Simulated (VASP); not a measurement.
# Cl (Cmce) in VASP: single point with HSE06

Aim: the single point of Cl with HSE06.

Everything below comes from runs of VASP 6.6.1. Logs are shortened: lines on timing, memory, paths and dates and some standing lists are left out, and cuts for length are marked.

## (1) The cell of the first run

Symmetry: Cmce, No. 64, orthorhombic system. Conventional cell: a = 6.250 Å, b = 4.014 Å, c = 8.147 Å, α = 90.00°, β = 90.00°, γ = 90.00°. Cl (site symmetry m) has 1 Cl at 2.02 Å within 2.7 Å.

## (2) Single point, HSE06

POSCAR reads:

```
Cl
1.0
    3.1252371057     -2.0072452166      0.0000000000
    3.1252371057      2.0072452166      0.0000000000
    0.0000000000      0.0000000000      8.1465598679
Cl
4
Direct
    0.8756350467      0.1243649533      0.6074783337
    0.1243649533      0.8756350467      0.3925216663
    0.6243649533      0.3756350467      0.1074783337
    0.3756350467      0.6243649533      0.8925216663
```

INCAR.step1 reads:

```
PREC = Accurate
ENCUT = 520
EDIFF = 1E-5
ISMEAR = 0
SIGMA = 0.01
LREAL = False
LASPH = True
NELM = 60
ALGO = Normal
ISIF = 2
LWAVE = True
LCHARG = False
GGA = PE
NBANDS = 22
```

INCAR.step2 reads:

```
PREC = Accurate
ENCUT = 520
EDIFF = 1E-6
ISMEAR = 0
SIGMA = 0.01
LREAL = False
LASPH = True
NELM = 60
ALGO = Normal
ISIF = 2
LWAVE = False
LCHARG = False
GGA = PE
LHFCALC = True
HFSCREEN = 0.2079
PRECFOCK = Normal
ISTART = 1
NBANDS = 22
```

KPOINTS reads:

```
Automatic mesh
0
Gamma
  4 4 2
```

Potentials or basis: VASP PAW PBE potentials, release 64 (Cl).

Command:

```sh
$ cat potpaw_PBE.64/Cl/POTCAR > POTCAR
$ cp INCAR.step1 INCAR
$ mpirun -np 1 vasp_std > vasp.out
$ cp INCAR.step2 INCAR
$ mpirun -np 1 vasp_std > vasp.out
```

OUTCAR:

```text
PREC = Accurate
   ENCUT = 520
   EDIFF = 1E-6
   ISMEAR = 0
   LREAL = False
   LASPH = True
   NELM = 60
   ISIF = 2
   GGA = PE
   LHFCALC = True
   HFSCREEN = 0.2079
   PRECFOCK = Normal
   ISTART = 1

 ion  position               nearest neighbor table
   1  0.876  0.124  0.607-   2 2.02
   2  0.124  0.876  0.393-   1 2.02
   3  0.624  0.376  0.107-   4 2.02
   4  0.376  0.624  0.893-   3 2.02

  LATTYP: Found a base centered orthorhombic cell.
 ALAT       =     4.0144904332
 B/A-ratio  =     1.5569782306
 C/A-ratio  =     2.0292886491

  Lattice vectors:

 A1 = (  -3.1252371057,  -2.0072452166,   0.0000000000)
 A2 = (   3.1252371057,  -2.0072452166,   0.0000000000)
 A3 = (   0.0000000000,   0.0000000000,   8.1465598679)

Analysis of symmetry for initial positions (statically):
=====================================================================
 Subroutine PRICEL returns:
 Original cell was already a primitive cell.

 Routine SETGRP: Setting up the symmetry group for a
 base centered orthorhombic supercell.

 Subroutine GETGRP returns: Found  8 space group operations
 (whereof  4 operations were pure point group operations)
 out of a pool of  8 trial point group operations.

The static configuration has the point symmetry C_2h.
 The point group associated with its full space group is D_2h.

Analysis of symmetry for dynamics (positions and initial velocities):
=====================================================================
 Subroutine PRICEL returns:
 Original cell was already a primitive cell.

 Routine SETGRP: Setting up the symmetry group for a
 base centered orthorhombic supercell.

 Subroutine GETGRP returns: Found  8 space group operations
 (whereof  4 operations were pure point group operations)
 out of a pool of  8 trial point group operations.

The dynamic configuration has the point symmetry C_2h.
 The point group associated with its full space group is D_2h.

 Subroutine INISYM returns: Found  8 space group operations
 (whereof  4 operations are pure point group operations),
 and found     1 'primitive' translations

----------------------------------------------------------------------------------------

                                     Primitive cell

  volume of cell :     102.2087

  direct lattice vectors                    reciprocal lattice vectors
     3.125237106 -2.007245217  0.000000000     0.159987861 -0.249097617  0.000000000
     3.125237106  2.007245217  0.000000000     0.159987861  0.249097617  0.000000000
     0.000000000  0.000000000  8.146559868     0.000000000  0.000000000  0.122751200

  length of vectors
     3.714315593  3.714315593  8.146559868     0.296050230  0.296050230  0.122751200

  position of ions in fractional coordinates (direct lattice)
     0.875635047  0.124364953  0.607478334
     0.124364953  0.875635047  0.392521666
     0.624364953  0.375635047  0.107478334
     0.375635047  0.624364953  0.892521666

  ion indices of the primitive-cell ions
   primitive index   ion index
                 1           1
                 2           2
                 3           3
                 4           4

----------------------------------------------------------------------------------------

 KPOINTS: Automatic mesh

Automatic generation of k-mesh.
 Grid dimensions read from file:
 generate k-points for:    4    4    2

 Generating k-lattice:

  Cartesian coordinates                     Fractional coordinates (reciprocal lattice)
     0.039996965 -0.062274404  0.000000000     0.250000000  0.000000000  0.000000000
     0.039996965  0.062274404  0.000000000     0.000000000  0.250000000  0.000000000
     0.000000000  0.000000000  0.061375600     0.000000000  0.000000000  0.500000000

  Length of vectors
     0.074012557  0.074012557  0.061375600

  Shift w.r.t. Gamma in fractional coordinates (k-lattice)
     0.000000000  0.000000000  0.000000000

 Subroutine IBZKPT returns following result:
 ===========================================

 Found     14 irreducible k-points:

 Following reciprocal coordinates:
            Coordinates               Weight
  0.000000  0.000000  0.000000      1.000000
  0.250000  0.000000  0.000000      4.000000
  0.500000  0.000000  0.000000      2.000000
  0.250000  0.250000  0.000000      2.000000
  0.500000  0.250000  0.000000      4.000000
 -0.250000  0.250000  0.000000      2.000000
  0.500000  0.500000  0.000000      1.000000
  0.000000  0.000000  0.500000      1.000000
  0.250000  0.000000  0.500000      4.000000
  0.500000  0.000000  0.500000      2.000000
  0.250000  0.250000  0.500000      2.000000
  0.500000  0.250000  0.500000      4.000000
 -0.250000  0.250000  0.500000      2.000000
  0.500000  0.500000  0.500000      1.000000
   k-points           NKPTS =     14   k-points in BZ     NKDIM =     32   number of bands    NBANDS=     22
   number of dos      NEDOS =    301   number of ions     NIONS =      4
   total plane-waves  NPLWV =  50176
   dimension x,y,z NGX =    28 NGY =   28 NGZ =   64
   dimension x,y,z NGXF=    56 NGYF=   56 NGZF=  128
   ions per type =               4
   NGX,Y,Z   is equivalent  to a cutoff of  12.53, 12.53, 13.06 a.u.
   NGXF,Y,Z  is equivalent  to a cutoff of  25.06, 25.06, 26.12 a.u.
 SYSTEM =  unknown system
   PREC   = accura    normal or accurate (medium, high low for compatibility)
   ISTART =      1    job   : 0-new  1-cont  2-samecut
   ICHARG =      0    charge: 1-file 2-atom 10-const
   ISPIN  =      1    spin polarized calculation?
   LNONCOLLINEAR =      F non collinear calculations
   LSORBIT =      F    spin-orbit coupling
   LASPH  =      T    aspherical Exc in radial PAW
   ENCUT  =  520.0 eV  38.22 Ry    6.18 a.u.   6.91  6.91 15.15*2*pi/ulx,y,z
   NELM   =     60;   NELMIN=  2; NELMDL=  0     # of ELM steps
   EDIFF  = 0.1E-05   stopping-criterion for ELM
   LREAL  =      F    real-space projection
   EDIFFG = 0.1E-04   stopping-criterion for IOM
   NSW    =      0    number of steps for IOM
   IBRION =     -1    ionic relax: 0-MD 1-quasi-New 2-CG
   NFREE  =      0    steps in history (QN), initial steepest desc. (CG)
   ISIF   =      2    stress and relaxation
   ISYM   =      3    0-nonsym 1-usesym 2-fastsym
   POTIM  = 0.5000    time-step for ionic-motion
   TEBEG  =    0.0;   TEEND  =   0.0 temperature during run
   PSTRESS=    0.0 pullay stress
   NELECT =      28.0000    total number of electrons
   NUPDOWN=      -1.0000    fix difference up-down
   EMIN   =  10.00;   EMAX   =-10.00  energy-range for DOS
   EFERMI =   0.00;   METHOD = LEGACY
   ISMEAR =     0;   SIGMA  =   0.01  broadening in eV -4-tet -1-fermi 0-gaus
   EFERMI_NEDOS =   21; number of points for ismear=-14 and -15
   IALGO  =     38    algorithm
   IMIX   =      1    mixing-type and parameters
     AMIX     =   0.40;   BMIX     =  1.00
     AMIX_MAG =   1.60;   BMIX_MAG =  1.00
  volume/ion in A,a.u.               =      25.55       172.43
  Fermi-wavevector in a.u.,A,eV,Ry     =   1.063241  2.009234 15.381127  1.130481
  Thomas-Fermi vector in A             =   2.198719
   LORBIT       =      0    0 simple, 1 ext, 2 COOP (PROOUT), +10 PAW based schemes
   GGA     = PE    functional components
   LHFCALC =     T    Hartree Fock is set to
   PRECFOCK=normal    Normal, Fast or Accurate (Low or Medium for compatibility)
   ENCUT4O =  -1.0   cutoff for four orbital integrals eV
   NKREDX  =     1    reduce k-point grid by
   NKREDY  =     1    reduce k-point grid by
   NKREDZ  =     1    reduce k-point grid by
   AEXX    =    0.2500 exact exchange contribution
   HFSCREEN=    0.2079 screening length (either q_TF or 0.3 A-1)
   HFSCREENC=   0.2079 screening length for correlation (either q_TF or 0.3 A-1)
   ENCUTFOCK=  -1.0 apply spherical cutoff to Coloumb kernel
   IVDW    =     0    specifies the selected vdW correction
   LEPSILON=     F    determine dielectric tensor
   LRPA    =     F    only Hartree local field effects (RPA)
 non-spin polarized calculation
 Gauss-broadening in eV      SIGMA  =   0.01
  energy-cutoff  :      520.00
  volume of cell :      102.21
 maximum number of plane-waves:      2776
  NGX = 24; NGY = 24; NGZ = 48

 number of electron      28.0000005 magnetization

 Free energy of the ion-electron system (eV)
  ---------------------------------------------------
  ext. energy  EPLUGINS =         0.00000000
  ---------------------------------------------------
  free energy    TOTEN  =       -10.44473219 eV

  energy without entropy =      -10.44473219  energy(sigma->0) =      -10.44473219

 E-fermi :  -0.5107     XC(G=0):  -6.9496

 val. band max:       -0.5610548097   @ k =   0.0000   0.0000   0.0000
 cond. band min:       3.2781090995   @ k =   0.0000   0.0000   0.0000
 fundamental gap:      3.8391639092
 Fermi energy:        -0.5106697097

 k-point     1 :       0.0000    0.0000    0.0000
  band No.  band energies     occupation
      1     -18.8286      2.00000
      2     -18.4338      2.00000
      3     -14.7164      2.00000
      4     -13.6287      2.00000
      5      -6.4191      2.00000
      6      -4.8102      2.00000
[... 14 lines left out ...]
     21      11.7636      0.00000
     22      11.8572      0.00000

 k-point     2 :       0.2500    0.0000    0.0000
  band No.  band energies     occupation
      1     -18.6499      2.00000
      2     -18.3603      2.00000
      3     -14.5446      2.00000
      4     -13.7851      2.00000
      5      -6.3832      2.00000
      6      -5.2158      2.00000
[... 14 lines left out ...]
     21      11.3087      0.00000
     22      12.0103      0.00000

 k-point     3 :       0.5000    0.0000    0.0000
  band No.  band energies     occupation
      1     -18.3715      2.00000
      2     -18.3715      2.00000
      3     -14.1642      2.00000
      4     -14.1642      2.00000
      5      -6.1123      2.00000
      6      -6.1123      2.00000
[... 14 lines left out ...]
     21      12.5407      0.00000
     22      12.5407      0.00000
[... 226 lines left out ...]
 k-point    13 :      -0.2500    0.2500    0.5000
  band No.  band energies     occupation
      1     -18.3726      2.00000
      2     -18.3726      2.00000
      3     -14.1641      2.00000
      4     -14.1641      2.00000
      5      -5.8065      2.00000
      6      -5.8065      2.00000
[... 14 lines left out ...]
     21      11.8830      0.00000
     22      11.8830      0.00000

 k-point    14 :       0.5000    0.5000    0.5000
  band No.  band energies     occupation
      1     -18.3573      2.00000
      2     -18.3573      2.00000
      3     -13.9897      2.00000
      4     -13.9897      2.00000
      5      -5.6236      2.00000
      6      -5.6236      2.00000
[... 14 lines left out ...]
     21      11.1849      0.00000
     22      11.1849      0.00000

------------------------ aborting loop because EDIFF is reached ----------------------------------------

  FORCE on cell =-STRESS in cart. coord.  units (eV):
  Direction    XX          YY          ZZ          XY          YZ          ZX
  --------------------------------------------------------------------------------------
  -------------------------------------------------------------------------------------
  Total        1.2012245      0.6306345     -0.9946150      0.0000000      0.0000000      0.0000000
  in kB       18.8298609      9.8855464    -15.5911423      0.0000000      0.0000000      0.0000000
  external PRESSURE =       4.3747550 kB  Pullay stress =       0.0000000 kB

 VOLUME and BASIS-vectors are now :
 -----------------------------------------------------------------------------
  energy-cutoff  :      520.00
  volume of cell :      102.21
      direct lattice vectors                 reciprocal lattice vectors
     3.125237106 -2.007245217  0.000000000     0.159987861 -0.249097617  0.000000000
     3.125237106  2.007245217  0.000000000     0.159987861  0.249097617  0.000000000
     0.000000000  0.000000000  8.146559868     0.000000000  0.000000000  0.122751200

 POSITION                                       TOTAL-FORCE (eV/Angst)
 -----------------------------------------------------------------------------------
      3.12524     -1.50798      4.94886         0.000000     -0.378445     -0.678861
      3.12524      1.50798      3.19770         0.000000      0.378445      0.678861
      3.12524     -0.49926      0.87558         0.000000      0.378445     -0.678861
      3.12524      0.49926      7.27098         0.000000     -0.378445      0.678861
 -----------------------------------------------------------------------------------
    total drift:                                0.000000      0.000000      0.000000

  FREE ENERGIE OF THE ION-ELECTRON SYSTEM (eV)
  ---------------------------------------------------
  free  energy   TOTEN  =       -10.4447321866 eV

  energy  without entropy=      -10.4447321866  energy(sigma->0) =      -10.44473219
```

It took 23 min on 1 thread of Intel Xeon 8259CL, shared host; peak memory 0.34 GiB.

What came out:

```
Free energy            : -10.4447 eV
Pressure               : 0.4 GPa
Largest force          : 0.777 eV/Å
Band gap on the k mesh : 3.84 eV
```

Forces in eV/Å, atoms in the order of the input:
```
Cl   0.000 -0.378 -0.679
Cl   0.000  0.378  0.679
Cl   0.000  0.378 -0.679
Cl   0.000 -0.378  0.679
```

Stress tensor (GPa, compression positive):
```
 1.88  0.00  0.00
 0.00  0.99  0.00
 0.00  0.00 -1.56
```

Levels at points of the mesh, in eV from the valence-band top:
| k point | band 12 | band 13 | band 14 | band 15 | band 16 | band 17 |
| --- | --- | --- | --- | --- | --- | --- |
| (0.00, 0.00, 0.00) | -0.41 | -0.12 | 0.00 | 3.84 | 4.93 | 8.48 |
| (0.50, 0.00, 0.00) | -0.97 | -0.28 | -0.28 | 4.58 | 4.58 | 9.45 |
| (0.50, 0.50, 0.00) | -1.23 | -0.49 | -0.29 | 3.94 | 4.64 | 9.74 |
| (0.00, 0.00, 0.50) | -0.84 | -0.06 | -0.06 | 4.29 | 4.29 | 8.93 |
| (0.50, 0.00, 0.50) | -0.72 | -0.03 | -0.03 | 4.29 | 4.29 | 9.77 |
| (0.50, 0.50, 0.50) | -0.99 | -0.95 | -0.95 | 4.20 | 4.20 | 10.41 |

Caveat: the k points lie up to 0.47 Å⁻¹ apart; this functional lacks dispersion, which holds the molecules together, so the pressure and a relaxed volume are unreliable; the PAW data sets were made with another functional, which shifts forces and pressure a little.
